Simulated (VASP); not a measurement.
A run of VASP 6.6.1:

Contents of INCAR:

```
PREC = Accurate
ENCUT = 520
EDIFF = 1E-6
ISMEAR = 1
SIGMA = 0.1
LREAL = F
LASPH = T
NELM = 60
ALGO = Normal
ISIF = 2
LWAVE = F
LCHARG = F
GGA = PE
NBANDS = 13
```

The input KPOINTS:

```
regular mesh
0
Gamma
  24 24 24
```

POSCAR

```
Mo
1.0
   -1.5803999852      1.5803999852      1.5803999852
    1.5803999852     -1.5803999852      1.5803999852
    1.5803999852      1.5803999852     -1.5803999852
Mo
1
Direct
    0.0000000000      0.0000000000      0.0000000000
```

Potentials or basis: VASP PAW PBE potentials, release 64 (Mo_sv).

Launch:

```console
$ cat potpaw_PBE.64/Mo_sv/POTCAR > POTCAR
$ mpirun -np 1 vasp_std > vasp.out
```

Hardware: 1 thread of Intel(R) Xeon(R) Platinum 8259CL CPU @ 2.50GHz (Skylake/Cascade Lake), with other jobs on the host.

**Question.** Estimate the wall time of this run.

**Answer.** Wall time 45 s on 1 thread of Intel(R) Xeon(R) Platinum 8259CL CPU @ 2.50GHz (Skylake/Cascade Lake), with other jobs on the host, peak memory 0.19 GiB. Counts: scf iterations 11, k points 413.
